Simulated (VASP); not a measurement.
# BaTiO3 (P4mm) in VASP: single point with PBE+U

Aim: the single point of BaTiO3 with PBE+U.

Everything below comes from runs of VASP 6.6.1. Logs are shortened: lines on timing, memory, paths and dates and some standing lists are left out, and cuts for length are marked.

## 1. The cell of the first run

Symmetry: P4mm, No. 99, tetragonal system. Conventional cell: a = 3.985 Å, b = 3.985 Å, c = 4.202 Å, α = 90.00°, β = 90.00°, γ = 90.00°. Ba (site symmetry 4mm) has 12 O at 2.80 to 2.99 Å and 8 Ti at 3.47 to 3.56 Å within 3.7 Å. Within 2.4 Å of Ti (site symmetry 4mm) lie 6 O at 1.81 to 2.39 Å. O (site symmetry 4mm) has 2 Ti at 1.81 to 2.39 Å within 2.4 Å. Within 3.0 Å of O (site symmetry 2mm) lie 2 Ti at 2.00 Å and 4 Ba at 2.80 to 2.99 Å and 8 O at 2.82 to 2.96 Å.

## 2. Single point, PBE+U, collinear spin

Contents of INCAR:

```
SYSTEM = BaTiO3
PREC = Accurate
ENCUT = 520
EDIFF = 1E-7
ISMEAR = 0
SIGMA = 0.02
LREAL = .False.
LASPH = .True.
NELM = 150
ALGO = Normal
ISIF = 2
LWAVE = .False.
LCHARG = .False.
ISPIN = 2
MAGMOM = 0 1 0 0 0
LORBIT = 11
LMAXMIX = 4
LDAU = .True.
LDAUTYPE = 2
LDAUL = -1 2 -1
LDAUU = 0 4 0
LDAUJ = 0 0 0
LDAUPRINT = 1
GGA = PE
NBANDS = 32
```

Contents of KPOINTS:

```
Automatic mesh
0
Gamma
  8 8 8
  0 0 0
```

Contents of POSCAR:

```
BaTiO3
1.0
    3.9852569514      0.0000000000      0.0000000000
    0.0000000000      3.9852569514      0.0000000000
    0.0000000000      0.0000000000      4.2022181556
Ba Ti O
1 1 3
Direct
    0.0000000000      0.0000000000     -0.0106980007
    0.5000000000      0.5000000000      0.4720516320
    0.5000000000      0.5000000000      0.0408797620
    0.5000000000      0.0000000000      0.5203833034
    0.0000000000      0.5000000000      0.5203833034
```

Potentials or basis: VASP PAW PBE potentials, release 64 (Ba_sv, Ti_sv, O).

Command:

```sh
$ cat potpaw_PBE.64/Ba_sv/POTCAR potpaw_PBE.64/Ti_sv/POTCAR potpaw_PBE.64/O/POTCAR > POTCAR
$ mpirun -np 1 vasp_std > vasp.out
```

OUTCAR:

```text
SYSTEM = BaTiO3
   PREC = Accurate
   ENCUT = 520
   EDIFF = 1E-7
   ISMEAR = 0
   LREAL = .False.
   LASPH = .True.
   NELM = 150
   ISIF = 2
   ISPIN = 2
   LORBIT = 11
   GGA = PE

 ion  position               nearest neighbor table
   1  0.000  0.000  0.989-   4 2.80   5 2.80   5 2.80   4 2.80   3 2.83   3 2.83   3 2.83   3 2.83
                             4 2.99   5 2.99   5 2.99   4 2.99   2 3.47   2 3.47   2 3.47   2 3.47
   2  0.500  0.500  0.472-   3 1.81   4 2.00   5 2.00   4 2.00   5 2.00   3 2.39   1 3.47   1 3.47
                             1 3.47   1 3.47   1 3.56   1 3.56   1 3.56   1 3.56
   3  0.500  0.500  0.041-   2 1.81   2 2.39   1 2.83   1 2.83   1 2.83   1 2.83
   4  0.500  0.000  0.520-   2 2.00   2 2.00   1 2.80   1 2.80   1 2.99   1 2.99
   5  0.000  0.500  0.520-   2 2.00   2 2.00   1 2.80   1 2.80   1 2.99   1 2.99

  LATTYP: Found a simple tetragonal cell.
 ALAT       =     3.9852569514
 C/A-ratio  =     1.0544409575

  Lattice vectors:

 A1 = (   3.9852569514,   0.0000000000,   0.0000000000)
 A2 = (   0.0000000000,   3.9852569514,   0.0000000000)
 A3 = (   0.0000000000,   0.0000000000,   4.2022181556)

Analysis of symmetry for initial positions (statically):
=====================================================================
 Subroutine PRICEL returns:
 Original cell was already a primitive cell.

 Routine SETGRP: Setting up the symmetry group for a
 simple tetragonal supercell.

 Subroutine GETGRP returns: Found  8 space group operations
 (whereof  8 operations were pure point group operations)
 out of a pool of 16 trial point group operations.

The static configuration has the point symmetry C_4v.

Analysis of symmetry for dynamics (positions and initial velocities):
=====================================================================
 Subroutine PRICEL returns:
 Original cell was already a primitive cell.

 Routine SETGRP: Setting up the symmetry group for a
 simple tetragonal supercell.

 Subroutine GETGRP returns: Found  8 space group operations
 (whereof  8 operations were pure point group operations)
 out of a pool of 16 trial point group operations.

The dynamic configuration has the point symmetry C_4v.

Analysis of structural, dynamic, and magnetic symmetry:
=====================================================================
 Subroutine PRICEL returns:
 Original cell was already a primitive cell.

 Routine SETGRP: Setting up the symmetry group for a
 simple tetragonal supercell.

 Subroutine GETGRP returns: Found  8 space group operations
 (whereof  8 operations were pure point group operations)
 out of a pool of 16 trial point group operations.

The overall configuration has the point symmetry C_4v.

 Subroutine INISYM returns: Found  8 space group operations
 (whereof  8 operations are pure point group operations),
 and found     1 'primitive' translations

----------------------------------------------------------------------------------------

                                     Primitive cell

  volume of cell :      66.7408

  direct lattice vectors                    reciprocal lattice vectors
     3.985256951  0.000000000  0.000000000     0.250924849  0.000000000  0.000000000
     0.000000000  3.985256951  0.000000000     0.000000000  0.250924849  0.000000000
     0.000000000  0.000000000  4.202218156     0.000000000  0.000000000  0.237969559

  length of vectors
[... 89 lines left out ...]
   LREAL  =      F    real-space projection
   EDIFFG = 0.1E-05   stopping-criterion for IOM
   NSW    =      0    number of steps for IOM
   IBRION =     -1    ionic relax: 0-MD 1-quasi-New 2-CG
   NFREE  =      0    steps in history (QN), initial steepest desc. (CG)
   ISIF   =      2    stress and relaxation
   ISYM   =      2    0-nonsym 1-usesym 2-fastsym
   POTIM  = 0.5000    time-step for ionic-motion
   TEBEG  =    0.0;   TEEND  =   0.0 temperature during run
   PSTRESS=    0.0 pullay stress
   NELECT =      40.0000    total number of electrons
   NUPDOWN=      -1.0000    fix difference up-down
   EMIN   =  10.00;   EMAX   =-10.00  energy-range for DOS
   EFERMI =   0.00;   METHOD = LEGACY
   ISMEAR =     0;   SIGMA  =   0.02  broadening in eV -4-tet -1-fermi 0-gaus
   EFERMI_NEDOS =   21; number of points for ismear=-14 and -15
   IALGO  =     38    algorithm
   IMIX   =      4    mixing-type and parameters
     AMIX     =   0.40;   BMIX     =  1.00
     AMIX_MAG =   1.60;   BMIX_MAG =  1.00
  volume/ion in A,a.u.               =      13.35        90.08
  Fermi-wavevector in a.u.,A,eV,Ry     =   1.380271  2.608334 25.921118  1.905148
  Thomas-Fermi vector in A             =   2.505164
   LORBIT       =     11    0 simple, 1 ext, 2 COOP (PROOUT), +10 PAW based schemes
 LDA+U is selected, type is set to LDAUTYPE =  2
   angular momentum for each species LDAUL =    -1    2   -1
   U (eV)           for each species LDAUU =   0.0  4.0  0.0
   J (eV)           for each species LDAUJ =   0.0  0.0  0.0
   GGA     = PE    functional components
   LHFCALC =     F    Hartree Fock is set to
   AEXX    =    0.0000 exact exchange contribution
   IVDW    =     0    specifies the selected vdW correction
   LEPSILON=     F    determine dielectric tensor
   LRPA    =     F    only Hartree local field effects (RPA)
 spin polarized calculation
 Gauss-broadening in eV      SIGMA  =   0.02
  energy-cutoff  :      520.00
  volume of cell :       66.74
 maximum number of plane-waves:      1824
 NGX is ok and might be reduce to    30
   NGX = 15   NGY = 15   NGZ = 15

 number of electron      39.9999983 magnetization      -0.0000270

atom =   2  type =  2  l = 2

 onsite density matrix

spin component  1

  0.1003 -0.0000  0.0000  0.0000  0.0000
 -0.0000  0.1179  0.0000  0.0000 -0.0000
  0.0000  0.0000  0.2569  0.0000 -0.0000
  0.0000  0.0000  0.0000  0.1179 -0.0000
  0.0000 -0.0000 -0.0000 -0.0000  0.2318

spin component  2

  0.1003 -0.0000  0.0000  0.0000  0.0000
 -0.0000  0.1179  0.0000  0.0000 -0.0000
  0.0000  0.0000  0.2569  0.0000 -0.0000
  0.0000  0.0000  0.0000  0.1179  0.0000
  0.0000 -0.0000 -0.0000  0.0000  0.2318

 occupancies and eigenvectors

  o =  0.1003  v =  0.0000  0.0000  0.0000  0.0000  0.0000  1.0000  0.0000  0.0000  0.0000  0.0000      0.0000  0.0000  0.0000  0.0000  0.0000  0.0000  0.0000  0.0000  0.0000  0.0000
  o =  0.1003  v =  1.0000  0.0000  0.0000  0.0000  0.0000  0.0000  0.0000  0.0000  0.0000  0.0000      0.0000  0.0000  0.0000  0.0000  0.0000  0.0000  0.0000  0.0000  0.0000  0.0000
  o =  0.1179  v =  0.0000  0.0000  0.0000  0.0000  0.0000  0.0000 -1.0000  0.0000  0.0053  0.0000      0.0000  0.0000  0.0000  0.0000  0.0000  0.0000  0.0000  0.0000  0.0000  0.0000
  o =  0.1179  v =  0.0000  0.0000  0.0000  0.0000  0.0000  0.0000  0.0053  0.0000  1.0000 -0.0000      0.0000  0.0000  0.0000  0.0000  0.0000  0.0000  0.0000  0.0000  0.0000  0.0000
  o =  0.1179  v =  0.0000 -1.0000  0.0000  0.0036 -0.0000  0.0000  0.0000  0.0000  0.0000  0.0000      0.0000  0.0000  0.0000  0.0000  0.0000  0.0000  0.0000  0.0000  0.0000  0.0000
  o =  0.1179  v =  0.0000 -0.0036  0.0000 -1.0000 -0.0000  0.0000  0.0000  0.0000  0.0000  0.0000      0.0000  0.0000  0.0000  0.0000  0.0000  0.0000  0.0000  0.0000  0.0000  0.0000
  o =  0.2318  v =  0.0000  0.0000  0.0000  0.0000  0.0000  0.0000 -0.0000  0.0000 -0.0000 -1.0000      0.0000  0.0000  0.0000  0.0000  0.0000  0.0000  0.0000  0.0000  0.0000  0.0000
  o =  0.2318  v =  0.0000  0.0000  0.0000 -0.0000 -1.0000  0.0000  0.0000  0.0000  0.0000  0.0000      0.0000  0.0000  0.0000  0.0000  0.0000  0.0000  0.0000  0.0000  0.0000  0.0000
  o =  0.2569  v =  0.0000  0.0000  0.0000  0.0000  0.0000  0.0000  0.0000  1.0000 -0.0000  0.0000      0.0000  0.0000  0.0000  0.0000  0.0000  0.0000  0.0000  0.0000  0.0000  0.0000
  o =  0.2569  v =  0.0000 -0.0000 -1.0000 -0.0000 -0.0000  0.0000  0.0000  0.0000  0.0000  0.0000      0.0000  0.0000  0.0000  0.0000  0.0000  0.0000  0.0000  0.0000  0.0000  0.0000

 number of electron      39.9999983 magnetization       0.0000054

 Free energy of the ion-electron system (eV)
  ---------------------------------------------------
  ext. energy  EPLUGINS =         0.00000000
  ---------------------------------------------------
  free energy    TOTEN  =       -37.26335881 eV

  energy without entropy =      -37.26335881  energy(sigma->0) =      -37.26335881

 E-fermi :   4.0140     XC(G=0): -11.0310

 val. band max:        3.8754413668   @ k =   0.5000   0.5000   0.5000
 cond. band min:       6.1695463761   @ k =   0.0000   0.0000   0.0000
 fundamental gap:      2.2941050093
 Fermi energy:         4.0139892925

 spin component 1

 k-point     1 :       0.0000    0.0000    0.0000
  band No.  band energies     occupation
      1     -53.8445      1.00000
      2     -30.1229      1.00000
      3     -29.9948      1.00000
      4     -29.9948      1.00000
      5     -21.3173      1.00000
      6     -13.1967      1.00000
[... 1673 lines left out ...]
     31      15.4829      0.00000
     32      16.2977      0.00000

 [... further k-points ...]
[... 5 lines left out ...]
  --------------------------------------------------------------------------------------
  -------------------------------------------------------------------------------------
  Total        1.8792668      1.8792668      2.2772040      0.0000000      0.0000000      0.0000000
  in kB       45.1136296     45.1136296     54.6665004      0.0000000      0.0000000      0.0000000
  external PRESSURE =      48.2979199 kB  Pullay stress =       0.0000000 kB

 VOLUME and BASIS-vectors are now :
 -----------------------------------------------------------------------------
  energy-cutoff  :      520.00
  volume of cell :       66.74
      direct lattice vectors                 reciprocal lattice vectors
     3.985256951  0.000000000  0.000000000     0.250924849  0.000000000  0.000000000
     0.000000000  3.985256951  0.000000000     0.000000000  0.250924849  0.000000000
     0.000000000  0.000000000  4.202218156     0.000000000  0.000000000  0.237969559

 POSITION                                       TOTAL-FORCE (eV/Angst)
 -----------------------------------------------------------------------------------
      0.00000      0.00000      4.15726        -0.000000     -0.000000      0.035807
      1.99263      1.99263      1.98366        -0.000000      0.000000      1.024606
      1.99263      1.99263      0.17179        -0.000000      0.000000     -1.007153
      1.99263      0.00000      2.18676        -0.000000     -0.000000     -0.026630
      0.00000      1.99263      2.18676         0.000000     -0.000000     -0.026630
 -----------------------------------------------------------------------------------
    total drift:                                0.000000      0.000000      0.000123

  FREE ENERGIE OF THE ION-ELECTRON SYSTEM (eV)
  ---------------------------------------------------
  free  energy   TOTEN  =       -37.2633588122 eV

  energy  without entropy=      -37.2633588122  energy(sigma->0) =      -37.26335881

 total charge

# of ion       s       p       d       tot
------------------------------------------
    1        2.006   5.647   0.313   7.966
    2        2.228   6.278   1.622  10.128
    3        1.569   3.474   0.000   5.043
    4        1.561   3.479   0.000   5.040
    5        1.561   3.479   0.000   5.040
--------------------------------------------------
tot          8.926  22.357   1.935  33.218

 magnetization (x)

# of ion       s       p       d       tot
------------------------------------------
    1        0.000  -0.000   0.000  -0.000
    2        0.000  -0.000   0.000   0.000
    3        0.000  -0.000   0.000  -0.000
    4        0.000  -0.000   0.000  -0.000
    5        0.000  -0.000   0.000  -0.000
--------------------------------------------------
tot          0.000  -0.000   0.000   0.000
```

Wall time 4.6 min (1 thread of Oxide Virtual Turin-like, shared host); peak memory 0.34 GiB.

What came out:

```yaml
Free_energy: -37.2634 eV
Pressure: 4.8 GPa
Largest_force: 1.025 eV/Å
Band_gap_on_the_k_mesh: 2.29 eV (least direct gap 2.87 eV)
Net_moment: 0.00 μB per cell
Valence_electrons_inside_the_program's_atomic_spheres: Ba 7.97; Ti 10.13; O 5.04
```

Forces in eV/Å, atoms in the order of the input:
```
Ba   0.000  0.000  0.036
Ti   0.000  0.000  1.025
O    0.000  0.000 -1.007
O    0.000  0.000 -0.027
O    0.000  0.000 -0.027
```

Eigenvalues of the final occupation matrices:
| site | spin | trace | eigenvalues |
| --- | --- | --- | --- |
| site 2 d | 1 | 0.82 | 0.10 0.12 0.12 0.23 0.26 |
| site 2 d | 2 | 0.82 | 0.10 0.12 0.12 0.23 0.26 |

Caveat: the cell stands under pressure; spin-orbit coupling is left out, which moves the levels of the heavy elements; forces of over 1 eV/Å act on the atoms, so gaps and moduli don't describe the material at rest.
